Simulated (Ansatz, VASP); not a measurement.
## Two plane-wave programs on Bi2Te3

```
CELL_PARAMETERS angstrom
2.22481 1.28449 10.64947
-2.22481 1.28449 10.64947
0.00000 -2.56899 10.64947
ATOMIC_POSITIONS crystal
Bi 0.39761 0.39761 0.39761
Bi 0.60239 0.60239 0.60239
Te 0.00000 0.00000 0.00000
Te 0.21523 0.21523 0.21523
Te 0.78477 0.78477 0.78477
```

Alike in both runs: task single point; functional PBE; k mesh 8 × 8 × 8; no spin polarisation.

```csv
,VASP,Ansatz
version,VASP 6.6.1,Ansatz 0.2.0
potentials or method,"VASP PAW PBE potentials, release 64 (Bi_d, Te), cutoff 520 eV","scalar-relativistic, plane waves, PAW"
occupations,"methfessel-paxton of order 1, width 0.005 eV","cold, width 0.005 eV"
valence electrons in the cell,48,78
```

|  | VASP | Ansatz | Ansatz less VASP |
| --- | --- | --- | --- |
| gap on the k mesh at the Fermi level (eV) | 0.49 | 0.50 | +0.008 |
| pressure (GPa) | 0.0 | 0.0 | +0.01 |
| rms of the force components (eV/Å) | 0.003 | 0.001 | -0.0020 |

Atom by atom the forces differ by 0.004 eV/Å (rms over components). VASP's potentials hold 48 valence electrons a cell and Ansatz's 78, so a difference there can come from the potentials and not from the codes.

Spin-orbit coupling is off throughout.
